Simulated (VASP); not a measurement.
# MgO2 (R-3m) in VASP: single point with PBEsol

Aim: the single point of MgO2 with PBEsol.

All numbers are computed with VASP 6.6.1; they aren't measurements. Logs are shortened: lines on timing, memory, paths and dates and some standing lists are left out, and cuts for length are marked.

### Step 1. The cell of the first run

It takes space group R-3m (No. 166, trigonal). The conventional cell has a = 3.466 Å, b = 3.466 Å, c = 10.482 Å, α = 90.00°, β = 90.00°, γ = 120.00°. Within 3.0 Å of Mg (site symmetry -3m) lie 6 O at 2.24 Å. O (site symmetry 3m) has 1 O at 1.49 Å within 2.0 Å.

### Step 2. Single point, PBEsol (strain +0.080 along x and y, +0.000 along z)

INCAR

```
ALGO = Normal
EDIFF = 1E-6
ENCUT = 840
GGA = PS
GGA_COMPAT = F
ISIF = 2
ISMEAR = 0
LASPH = T
LCHARG = F
LREAL = F
LWAVE = F
NBANDS = 18
NELM = 120
PREC = Accurate
SIGMA = 0.05
```

KPOINTS

```
k-points
0
Gamma
  12 12 12
```

POSCAR

```
MgO2
1.0
    1.7331418973      1.0006299410      3.4939788749
   -1.7331418973      1.0006299410      3.4939788749
    0.0000000000     -2.0012598819      3.4939788749
Mg O
1 2
Direct
    0.0000000000      0.0000000000      0.0000000000
    0.4287860000      0.4287860000      0.4287860000
    0.5712140000      0.5712140000      0.5712140000
```

Potentials or basis: VASP PAW PBE potentials, release 64 (Mg_sv, O).

On the command line:

```console
$ cat potpaw_PBE.64/Mg_sv/POTCAR potpaw_PBE.64/O/POTCAR > POTCAR
$ mpirun -np 1 vasp_std > vasp.out
```

OUTCAR:

```text
EDIFF = 1E-6
   ENCUT = 840
   GGA = PS
   ISIF = 2
   ISMEAR = 0
   LASPH = T
   LREAL = F
   NELM = 120
   PREC = Accurate

 ion  position               nearest neighbor table
   1  0.000  0.000  0.000-
   2  0.429  0.429  0.429-   3 1.49
   3  0.571  0.571  0.571-   2 1.49

  LATTYP: Found a trigonal (rhomboedric) cell.
 ALAT       =     4.0265282184
 COS(alpha) =     0.6294585951

  Lattice vectors:

 A1 = (   1.7331418973,   1.0006299410,   3.4939788749)
 A2 = (  -1.7331418973,   1.0006299410,   3.4939788749)
 A3 = (   0.0000000000,  -2.0012598819,   3.4939788749)

Analysis of symmetry for initial positions (statically):
=====================================================================
 Subroutine PRICEL returns:
 Original cell was already a primitive cell.

 Routine SETGRP: Setting up the symmetry group for a
 trigonal (rhombohedral) supercell.

 Subroutine GETGRP returns: Found 12 space group operations
 (whereof 12 operations were pure point group operations)
 out of a pool of 12 trial point group operations.

The static configuration has the point symmetry D_3d.

Analysis of symmetry for dynamics (positions and initial velocities):
=====================================================================
 Subroutine PRICEL returns:
 Original cell was already a primitive cell.

 Routine SETGRP: Setting up the symmetry group for a
 trigonal (rhombohedral) supercell.

 Subroutine GETGRP returns: Found 12 space group operations
 (whereof 12 operations were pure point group operations)
 out of a pool of 12 trial point group operations.

The dynamic configuration has the point symmetry D_3d.

 Subroutine INISYM returns: Found 12 space group operations
 (whereof 12 operations are pure point group operations),
 and found     1 'primitive' translations

----------------------------------------------------------------------------------------

                                     Primitive cell

  volume of cell :      36.3563

  direct lattice vectors                    reciprocal lattice vectors
     1.733141897  1.000629941  3.493978875     0.288493401  0.166561743  0.095402218
    -1.733141897  1.000629941  3.493978875    -0.288493401  0.166561743  0.095402218
[... 78 lines left out ...]
   PREC   = accura    normal or accurate (medium, high low for compatibility)
   ISTART =      0    job   : 0-new  1-cont  2-samecut
   ICHARG =      2    charge: 1-file 2-atom 10-const
   ISPIN  =      1    spin polarized calculation?
   LNONCOLLINEAR =      F non collinear calculations
   LSORBIT =      F    spin-orbit coupling
   LASPH  =      T    aspherical Exc in radial PAW
   ENCUT  =  840.0 eV  61.74 Ry    7.86 a.u.   9.52  9.52  9.52*2*pi/ulx,y,z
   NELM   =    120;   NELMIN=  2; NELMDL= -5     # of ELM steps
   EDIFF  = 0.1E-05   stopping-criterion for ELM
   LREAL  =      F    real-space projection
   EDIFFG = 0.1E-04   stopping-criterion for IOM
   NSW    =      0    number of steps for IOM
   IBRION =     -1    ionic relax: 0-MD 1-quasi-New 2-CG
   NFREE  =      0    steps in history (QN), initial steepest desc. (CG)
   ISIF   =      2    stress and relaxation
   ISYM   =      2    0-nonsym 1-usesym 2-fastsym
   POTIM  = 0.5000    time-step for ionic-motion
   TEBEG  =    0.0;   TEEND  =   0.0 temperature during run
   PSTRESS=    0.0 pullay stress
   NELECT =      22.0000    total number of electrons
   NUPDOWN=      -1.0000    fix difference up-down
   EMIN   =  10.00;   EMAX   =-10.00  energy-range for DOS
   EFERMI =   0.00;   METHOD = LEGACY
   ISMEAR =     0;   SIGMA  =   0.05  broadening in eV -4-tet -1-fermi 0-gaus
   EFERMI_NEDOS =   21; number of points for ismear=-14 and -15
   IALGO  =     38    algorithm
   IMIX   =      4    mixing-type and parameters
     AMIX     =   0.40;   BMIX     =  1.00
     AMIX_MAG =   1.60;   BMIX_MAG =  1.00
  volume/ion in A,a.u.               =      12.12        81.78
  Fermi-wavevector in a.u.,A,eV,Ry     =   1.384701  2.616705 26.087769  1.917397
  Thomas-Fermi vector in A             =   2.509180
   LORBIT       =      0    0 simple, 1 ext, 2 COOP (PROOUT), +10 PAW based schemes
   GGA     = PS    functional components
   LHFCALC =     F    Hartree Fock is set to
   AEXX    =    0.0000 exact exchange contribution
   IVDW    =     0    specifies the selected vdW correction
   LEPSILON=     F    determine dielectric tensor
   LRPA    =     F    only Hartree local field effects (RPA)
 non-spin polarized calculation
 Gauss-broadening in eV      SIGMA  =   0.05
  energy-cutoff  :      840.00
  volume of cell :       36.36
 maximum number of plane-waves:      2028
 NGX is ok and might be reduce to    40
   NGX = 19   NGY = 19   NGZ = 19

 number of electron      22.0000001 magnetization

 Free energy of the ion-electron system (eV)
  ---------------------------------------------------
  ext. energy  EPLUGINS =         0.00000000
  ---------------------------------------------------
  free energy    TOTEN  =       -16.79587613 eV

  energy without entropy =      -16.79587613  energy(sigma->0) =      -16.79587613

 E-fermi :   1.8651     XC(G=0):  -9.8331

 val. band max:        1.6461317706   @ k =   0.5000   0.5000  -0.0000
 cond. band min:       3.9115104694   @ k =   0.4167   0.4167   0.4167
 fundamental gap:      2.2653786988
 Fermi energy:         1.8651394200

 k-point     1 :       0.0000    0.0000    0.0000
  band No.  band energies     occupation
      1     -72.2934      2.00000
      2     -39.2794      2.00000
      3     -39.2197      2.00000
      4     -39.2197      2.00000
      5     -19.2574      2.00000
      6     -12.5586      2.00000
[... 481 lines left out ...]
      5     -18.9171      2.00000
      6     -12.9005      2.00000
[... 10 lines left out ...]
     17      15.1542      0.00000
     18      16.6617      0.00000

 [... further k-points ...]
[... 5 lines left out ...]
  --------------------------------------------------------------------------------------
  -------------------------------------------------------------------------------------
  Total       -4.2213435     -4.2213435     -1.5005884      0.0000000     -0.0000000     -0.0000000
  in kB     -186.0296360   -186.0296360    -66.1291649      0.0000000     -0.0000000     -0.0000000
  external PRESSURE =    -146.0628123 kB  Pullay stress =       0.0000000 kB

 VOLUME and BASIS-vectors are now :
 -----------------------------------------------------------------------------
  energy-cutoff  :      840.00
  volume of cell :       36.36
      direct lattice vectors                 reciprocal lattice vectors
     1.733141897  1.000629941  3.493978875     0.288493401  0.166561743  0.095402218
    -1.733141897  1.000629941  3.493978875    -0.288493401  0.166561743  0.095402218
     0.000000000 -2.001259882  3.493978875     0.000000000 -0.333123485  0.095402218

 POSITION                                       TOTAL-FORCE (eV/Angst)
 -----------------------------------------------------------------------------------
      0.00000      0.00000      0.00000         0.000000     -0.000000      0.000000
      0.00000      0.00000      4.49451         0.000000     -0.000000     -0.524672
      0.00000      0.00000      5.98743         0.000000      0.000000      0.524672
 -----------------------------------------------------------------------------------
    total drift:                                0.000000     -0.000000      0.000000

  FREE ENERGIE OF THE ION-ELECTRON SYSTEM (eV)
  ---------------------------------------------------
  free  energy   TOTEN  =       -16.7958761340 eV

  energy  without entropy=      -16.7958761340  energy(sigma->0) =      -16.79587613
```

stdout:

```text
POSCAR found type information on POSCAR MgO
 POSCAR found :  2 types and       3 ions
 scaLAPACK will be used
 -----------------------------------------------------------------------------
|                                                                             |
|                                                                             |
|     You enforced a specific xc type in the INCAR file but a different       |
|     I HOPE YOU KNOW WHAT YOU ARE DOING!                                     |
|                                                                             |
 -----------------------------------------------------------------------------

 LDA part: xc-table for (Slater+PW92), standard interpolation
 POSCAR, INCAR and KPOINTS ok, starting setup
 FFT: planning ... GRIDC
 FFT: planning ... GRID_SOFT
 FFT: planning ... GRID
 WAVECAR not read
 entering main loop
```

It took 7.4 min on 1 thread of Intel Xeon Platinum 8375C at 2.90GHz (Ice Lake), shared host; peak memory 0.38 GiB.

Results:

| Item | Value |
| --- | --- |
| Free energy | -16.7959 eV |
| Pressure | -14.6 GPa |
| Largest force | 0.525 eV/Å |
| Band gap on the k mesh | 2.27 eV (least direct gap 2.29 eV) |

Forces in eV/Å, atoms in the order of the input:
```
Mg   0.000  0.000  0.000
O    0.000  0.000 -0.525
O    0.000  0.000  0.525
```

Stress tensor (GPa, compression positive):
```
-18.60   0.00   0.00
  0.00 -18.60   0.00
  0.00   0.00  -6.61
```

Caveat: the cell differs from its parent crystal (strain +0.080 along x and y, +0.000 along z); the stress differs along the axes, from -19 to -7 GPa; the PAW data sets were made with another functional, which shifts forces and pressure a little.
